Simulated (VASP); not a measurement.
# BP (F-43m) in VASP: further runs, part 2 of 2

VASP 6.6.1. Earlier steps stand in the parts before.

## Step 4: Vibrations by perturbation theory, PBEsol

This run uses another cell than the first one, of 11.11 Å³/atom, 1.039 times its volume.

INCAR

```
PREC = Accurate
ENCUT = 520
EDIFF = 1E-8
ISMEAR = 0
SIGMA = 0.01
LREAL = False
LASPH = True
NELM = 80
ALGO = Normal
ISIF = 2
LWAVE = False
LCHARG = True
GGA = PS
IBRION = 8
NSW = 1
```

KPOINTS

```
Automatic mesh
0
Gamma
  8 8 8
```

POSCAR

```
BP
1.0
    2.2315719760      2.2315719760      0.0000000000
   -2.2315719760      2.2315719760      0.0000000000
    0.0000000000      2.2315719760      2.2315719760
B P
1 1
Direct
    0.0000000000      0.0000000000      0.0000000000
    0.7500000000      0.2500000000      0.5000000000
```

Potentials or basis: VASP PAW PBE potentials, release 64 (B, P).

Run with:

```sh
> cat potpaw_PBE.64/B/POTCAR potpaw_PBE.64/P/POTCAR > POTCAR
> mpirun -np 1 vasp_std > vasp.out
```

OUTCAR:

```text
PREC = Accurate
   ENCUT = 520
   EDIFF = 1E-8
   ISMEAR = 0
   LREAL = False
   LASPH = True
   NELM = 80
   ISIF = 2
   GGA = PS
   IBRION = 8
   NSW = 1

 ion  position               nearest neighbor table
   1  0.000  0.000  0.000-   2 1.93   2 1.93   2 1.93   2 1.93
   2  0.750  0.250  0.500-   1 1.93   1 1.93   1 1.93   1 1.93

  LATTYP: Found a face centered cubic cell.
 ALAT       =     4.4631439520

  Lattice vectors:

 A1 = (   0.0000000000,   2.2315719760,   2.2315719760)
 A2 = (   2.2315719760,   0.0000000000,   2.2315719760)
 A3 = (   2.2315719760,   2.2315719760,   0.0000000000)

Analysis of symmetry for initial positions (statically):
=====================================================================
 Subroutine PRICEL returns:
 Original cell was already a primitive cell.

 Routine SETGRP: Setting up the symmetry group for a
 face centered cubic supercell.

 Subroutine GETGRP returns: Found 24 space group operations
 (whereof 24 operations were pure point group operations)
 out of a pool of 48 trial point group operations.

The static configuration has the point symmetry T_d .

Analysis of symmetry for dynamics (positions and initial velocities):
=====================================================================
 Subroutine PRICEL returns:
 Original cell was already a primitive cell.

 Routine SETGRP: Setting up the symmetry group for a
 face centered cubic supercell.

 Subroutine GETGRP returns: Found 24 space group operations
 (whereof 24 operations were pure point group operations)
 out of a pool of 48 trial point group operations.

[... 446 lines left out ...]
 -----------------------------------------------------------------------------------
    total drift:                                0.000000      0.000000     -0.000000

  FREE ENERGIE OF THE ION-ELECTRON SYSTEM (eV)
  ---------------------------------------------------
  free  energy   TOTEN  =       -13.6523717954 eV

  energy  without entropy=      -13.6523717954  energy(sigma->0) =      -13.65237180

[... ionic steps 2 to 3 ...]

--------------------------------------- Ionic step        4  -------------------------------------------

------------------------ aborting loop because EDIFF is reached ----------------------------------------

[... ionic steps 5 to 6 ...]

--------------------------------------- Ionic step        7  -------------------------------------------

 Free energy of the ion-electron system (eV)
  ---------------------------------------------------
  ---------------------------------------------------
  free energy    TOTEN  =        -0.04060951 eV

  energy without entropy =       -0.04060951

------------------------ aborting loop because EDIFF is reached ----------------------------------------

 INTERNAL STRAIN TENSOR  FOR ION    2  DIRECTION 1   (eV/Angst):
 -----------------------------------------------------------------------------
     0.00738  0.00000 -0.00000
     0.00000 -0.01029  9.26154
    -0.00000  9.26154 -0.01029

 INTERNAL STRAIN TENSOR FOR ION    2 for displacements in x,y,z  (eV/Angst):
          X           Y           Z          XY          YZ          ZX
  --------------------------------------------------------------------------------
  x     0.00000    -0.00000    -0.00000     0.00000     9.26154    -0.00000
  y     0.00000     0.00000     0.00000    -0.00000     0.00000     9.26154
  z    -0.00000    -0.00000     0.00000     9.26154    -0.00000    -0.00000

 SECOND DERIVATIVES (NOT SYMMETRIZED)
 ------------------------------------
               1X          1Y          1Z          2X          2Y          2Z
  1X   -20.918499   -0.000000    0.000000   20.918499    0.000000   -0.000000
  1Y     0.000000  -20.918499   -0.000000   -0.000000   20.918499    0.000000
  1Z     0.000000   -0.000000  -20.918499   -0.000000    0.000000   20.918499
  2X    20.917067    0.000000   -0.000000  -20.917067   -0.000000    0.000000
  2Y    -0.000000   20.917067    0.000000    0.000000  -20.917067   -0.000000
  2Z    -0.000000    0.000000   20.917067    0.000000   -0.000000  -20.917067

 Eigenvectors and eigenvalues of the dynamical matrix
 ----------------------------------------------------

   1 f  =   25.257523 THz   158.697699 2PiTHz  842.500288 cm-1   104.456676 meV
             X         Y         Z           dx          dy          dz
      0.000000  0.000000  0.000000     0.000000   -0.860978    0.000000
      1.115786  3.347358  1.115786     0.000000    0.508641    0.000000
[... 21 lines left out ...]
   6 f/i=    0.000378 THz     0.002378 2PiTHz    0.012625 cm-1     0.001565 meV
             X         Y         Z           dx          dy          dz
      0.000000  0.000000  0.000000    -0.298799    0.410050    0.035974
      1.115786  3.347358  1.115786    -0.505778    0.694092    0.060893

--------------------------------------------------------------------------------------------------------

 ELASTIC MODULI CONTR FROM IONIC RELAXATION (kBar)
 Direction    XX          YY          ZZ          XY          YZ          ZX
 --------------------------------------------------------------------------------
 XX          -0.0000     -0.0000     -0.0000      0.0000      0.0000     -0.0000
 YY          -0.0000     -0.0000     -0.0000      0.0000      0.0000      0.0000
 ZZ          -0.0000     -0.0000     -0.0000      0.0000      0.0000     -0.0000
 XY           0.0000      0.0000      0.0000   -308.7933     -0.0000     -0.0000
 YZ           0.0000      0.0000      0.0000     -0.0000   -308.7933     -0.0000
 ZX          -0.0000      0.0000     -0.0000     -0.0000     -0.0000   -308.7933
 --------------------------------------------------------------------------------
```

Run time: 32 s. Hardware: 1 thread of Intel Xeon 6975P-C (Granite Rapids), shared host; peak memory 0.17 GiB.

What came out:

* Highest phonon frequency at Γ, LO-TO splitting left out: 843 cm⁻¹

Phonon frequencies in cm⁻¹ (negative: imaginary):
```
              q point        frequencies
(0.000, 0.000, 0.000)  0 0 0 843 843 843
```

Caveat: the cell wasn't relaxed at this level first, which shifts response properties; the PAW data sets were made with another functional, which shifts forces and pressure a little.
